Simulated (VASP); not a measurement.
Set up this calculation in VASP 6.6.1, as the native input.

```yaml
Task: single point
Functional: PBE
Potentials_or_basis: VASP PAW PBE potentials, release 64 (Be, V_sv)
Cutoff: 520 eV
k_mesh: 14 × 14 × 14
Occupations: gaussian, width 0.1 eV
Spin: no spin polarisation
Dipole_correction: no
Further_INCAR_settings: ALGO = Normal; EDIFF = 1e-06; NBANDS = 18
```

The structure of Be3V lies in POSCAR:

```
Be3V
1.0
    0.0000000000      2.6613047564      2.6613047564
    2.6613047564      0.0000000000      2.6613047564
    2.6613047564      2.6613047564      0.0000000000
Be V
3 1
Direct
    0.2500000000      0.2500000000      0.2500000000
    0.7500000000      0.7500000000      0.7500000000
    0.5000000000      0.5000000000      0.5000000000
    0.0000000000      0.0000000000      0.0000000000
```

One way to write it, as run:

INCAR

```
SYSTEM = Be3V
ALGO = Normal ; EDIFF = 1E-6
ENCUT = 520 ; GGA = PE
ISIF = 2 ; ISMEAR = 0
LASPH = .True. ; LCHARG = .False.
LREAL = .False. ; LWAVE = .False.
NBANDS = 18 ; NELM = 100
PREC = Accurate ; SIGMA = 0.1
```

KPOINTS

```
k-points
0
Gamma
  14 14 14
  0 0 0
```

Potentials or basis: VASP PAW PBE potentials, release 64 (Be, V_sv).

Launch:

```bash
$ cat potpaw_PBE.64/Be/POTCAR potpaw_PBE.64/V_sv/POTCAR > POTCAR
$ mpirun -np 1 vasp_std > vasp.out
```

It gave:

- Pressure: 0.0 GPa

Wall time 62 s on 1 thread of Oxide Virtual Turin-like Processor, with other jobs on the host, peak memory 0.17 GiB.
